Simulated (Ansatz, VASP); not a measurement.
**One calculation of C, two programs**

```
C
1.0
     0.00000    1.41918   -3.28297
    -2.45809    0.00000    0.00000
     1.63873   11.48059    3.60876
C
10
Cartesian
  0.9832 8.7989 0.9841
  -1.4749 1.7030 -2.2989
  -0.2458 3.8318 -2.2989
  -1.4749 4.5414 0.9841
  -0.2458 6.6701 0.9841
  -0.2458 2.4126 -2.2973
  -1.4749 3.1222 0.9857
  -0.2458 5.2510 0.9857
  -1.4749 7.3797 0.9857
  -0.2458 9.5085 0.9857
```

Alike in both runs: task single point; functional PBEsol; dispersion D3(BJ); k mesh 8 × 11 × 3; occupations gaussian, width 0.05 eV; no spin polarisation.

```csv
,VASP,Ansatz
version,VASP 6.6.1,Ansatz 0.2.0
potentials or method,"VASP PAW PBE potentials, release 64 (C), cutoff 520 eV","scalar-relativistic, plane waves, PAW"
valence electrons in the cell,40,40
```

|  | VASP | Ansatz | Ansatz less VASP |
| --- | --- | --- | --- |
| pressure (GPa) | -1.2 | -1.8 | -0.59 |
| traceless stress, the component that is largest in VASP (GPa) | -1.05 | -1.31 | -0.254 |
| rms of the force components (eV/Å) | 0.735 | 0.740 | +0.0049 |

VASP's potentials were made for PBE, not for PBEsol, and Ansatz warns of the same on its side. Atom by atom the forces differ by 0.017 eV/Å (rms over components).
